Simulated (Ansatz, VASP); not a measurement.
**Two plane-wave programs on InP**

```
In P
1.0
     4.39311    0.00000    0.00000
    -2.19655    3.80454    0.00000
     0.00000    0.00000    5.97350
In P
2 2
Direct
  0.33333 0.66667 0.25000
  0.66667 0.33333 0.75000
  0.66667 0.33333 0.25000
  0.33333 0.66667 0.75000
```

Alike in both runs: task single point; functional HSE06; k mesh 6 × 6 × 2; occupations fermi-dirac, width 0.02 eV; no spin polarisation.

|  | VASP | Ansatz |
| --- | --- | --- |
| version | VASP 6.6.1 | Ansatz 0.2.0 |
| potentials or method | VASP PAW PBE potentials, release 64 (In_d, P) | plane waves |
| plane-wave cutoff (eV) | 520 | 420 |
| valence electrons in the cell | 36 | 36 |

Ansatz gave:

```
pressure (GPa)                                                : -0.1
traceless stress, the component that is largest in VASP (GPa) : 1.11
```

What did VASP give for the same quantities?

Pressure (GPa): -0.3; traceless stress, the component that is largest in VASP (GPa): 1.13.

With one functional, cell and mesh, what is left measures potentials, basis and numerics. Ansatz's warnings: stress exchange threshold loose, stress scf threshold loose.

The k mesh is coarse, so the values compare programs but aren't converged.
